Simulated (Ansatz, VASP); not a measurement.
**Cd in VASP and in Ansatz**

INCAR

```
SYSTEM = Cd
PREC = Accurate
ENCUT = 520
EDIFF = 1E-6
ISMEAR = 0
SIGMA = 0.15
LREAL = .FALSE.
LASPH = .TRUE.
NELM = 100
ALGO = Fast
ISIF = 2
LWAVE = .FALSE.
LCHARG = .FALSE.
GGA = PS
NBANDS = 12
```

KPOINTS

```
Automatic mesh
0
G
  18 18 18
  0 0 0
```

POSCAR

```
Cd
1.0
    0.0000000000      2.1959682525      2.2181497500
    2.2181497500      0.0000000000      2.2181497500
    2.2181497500      2.1959682525      0.0000000000
Cd
1
Direct
    0.0000000000      0.0000000000      0.0000000000
```

Input for Ansatz:

```yaml
crystal:
  lattice:
    - [0.0, 2.1959682525, 2.21814975]
    - [2.21814975, 0.0, 2.21814975]
    - [2.21814975, 2.1959682525, 0.0]
  atoms:
    - { symbol: Cd, position: [0.0, 0.0, 0.0] }
basis:
  ecutwfc: 420
kpoints:
  mp_grid: { grid: [18, 18, 18] }
hamiltonian:
  xc: pbesol
scf:
  occupations: { method: gaussian, width: 0.15 }
output:
  forces: true
  stress: true
  eigenvalues: true
```

Change from the starting cell: strain -0.0100 x Voigt [0, 1, 0, 0, 0, 0], atoms carried along.

Alike in both runs: task single point; functional PBEsol; k mesh 18 × 18 × 18; occupations gaussian, width 0.15 eV; no spin polarisation.

|  | VASP | Ansatz |
| --- | --- | --- |
| version | VASP 6.6.1 | Ansatz 0.2.0 |
| potentials or method | VASP PAW PBE potentials, release 64 (Cd), cutoff 520 eV | scalar-relativistic, plane waves, PAW |
| valence electrons in the cell | 12 | 20 |

```csv
,VASP,Ansatz,Ansatz less VASP
gap on the k mesh at the Fermi level (eV),none,none,-
pressure (GPa),-1.3,-1.7,-0.33
"traceless stress, the component that is largest in VASP (GPa)",0.21,0.21,-0.002
```

VASP's potentials were made for PBE, not for PBEsol. A gap of «none» marks a metal or a gap that the smearing closes. VASP's potentials hold 12 valence electrons a cell and Ansatz's 20, so a difference there can come from the potentials and not from the codes.
